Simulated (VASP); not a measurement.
Input of a VASP 6.6.1 run:

The input INCAR:

```
SYSTEM = HfB
ALGO = Normal ; EDIFF = 1E-7
ENCUT = 520 ; GGA = PS
ISIF = 2 ; ISMEAR = -1
LASPH = .True. ; LCHARG = .False.
LREAL = .False. ; LWAVE = .False.
NBANDS = 14 ; NELM = 60
PREC = Accurate ; SIGMA = 0.05
```

File KPOINTS:

```
k-points
0
Gamma
  10 10 10
  0 0 0
```

POSCAR

```
HfB
1.0
    0.0000000000      2.2628439111      2.2628439111
    2.2628439111      0.0000000000      2.2628439111
    2.2628439111      2.2628439111      0.0000000000
Hf B
1 1
Direct
    0.5000000000      0.5000000000      0.5000000000
    0.0000000000      0.0000000000      0.0000000000
```

Potentials or basis: VASP PAW PBE potentials, release 64 (Hf_pv, B).

The run is started by

```console
$ cat potpaw_PBE.64/Hf_pv/POTCAR potpaw_PBE.64/B/POTCAR > POTCAR
$ mpirun -np 1 vasp_std > vasp.out
```

(1) Estimate the pressure.

Results:

(1) 43.0 GPa.

Caveat: the PAW data sets were made with another functional, which shifts forces and pressure a little.
